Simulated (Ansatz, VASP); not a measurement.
# Ga: VASP beside Ansatz

INCAR

```
SYSTEM = Ga
  PREC = Accurate
  ENCUT = 520
  EDIFF = 1E-6
  ISMEAR = -1
  SIGMA = 0.05
  LREAL = .FALSE.
  LASPH = .TRUE.
  NELM = 100
  ALGO = Fast
  ISIF = 2
  LWAVE = .FALSE.
  LCHARG = .FALSE.
  NBANDS = 20
```

KPOINTS

```
Automatic mesh
0
G
  10 8 7
  0 0 0
```

The input POSCAR:

```
Ga
1.0
    2.7408712373      0.0000000000      0.0000000000
    0.0000000000      3.2372572885      0.0000000000
   -1.3252743986      0.0000000000      3.9363439549
Ga
2
Direct
    0.1345962700      0.7500000000      0.7701668300
    0.8654037300      0.2500000000      0.2298331700
```

The input input.yaml:

```yaml
crystal:
  lattice:
    - [2.7408712373, 0.0, 0.0]
    - [0.0, 3.2372572885, 0.0]
    - [-1.3252743986, 0.0, 3.9363439549]
  atoms:
    - { symbol: Ga, position: [0.13459627, 0.75, 0.77016683] }
    - { symbol: Ga, position: [0.86540373, 0.25, 0.22983317] }
kpoints:
  mp_grid: { grid: [10, 8, 7] }
scf:
  occupations: { method: fermi_dirac, width: 0.05 }
hamiltonian:
  xc: lda
  pseudopotentials: { kind: all_electron, lapw: { basis_error: 0.001 } }
output:
  forces: true
  stress: true
  eigenvalues: true
```

Change from the starting cell: volume scaled by 0.96.

Alike in both runs: task single point; functional LDA; k mesh 10 × 8 × 7; occupations fermi-dirac, width 0.05 eV; no spin polarisation.

|  | VASP | Ansatz |
| --- | --- | --- |
| version | VASP 6.6.1 | Ansatz 0.2.0 |
| potentials or method | VASP PAW LDA potentials, release 64 (Ga_d), cutoff 520 eV | all-electron LAPW, scalar-relativistic |

Ansatz gave:

* gap on the k mesh at the Fermi level (eV): none
* pressure (GPa): -0.4
* traceless stress, the component that is largest in VASP (GPa): -0.74
* rms of the force components (eV/Å): 0.047

Problem. What did VASP give for the same quantities?

Solution. gap on the k mesh at the Fermi level (eV): none; pressure (GPa): -0.3; traceless stress, the component that is largest in VASP (GPa): -0.75; rms of the force components (eV/Å): 0.046.

LDA's correlation is that of Perdew and Zunger in VASP and of Perdew and Wang (1992) in Ansatz. Atom by atom the forces differ by 0.001 eV/Å (rms over components). A gap of «none» marks a metal or a gap that the smearing closes. Ansatz ran all-electron here, and VASP with PAW potentials.
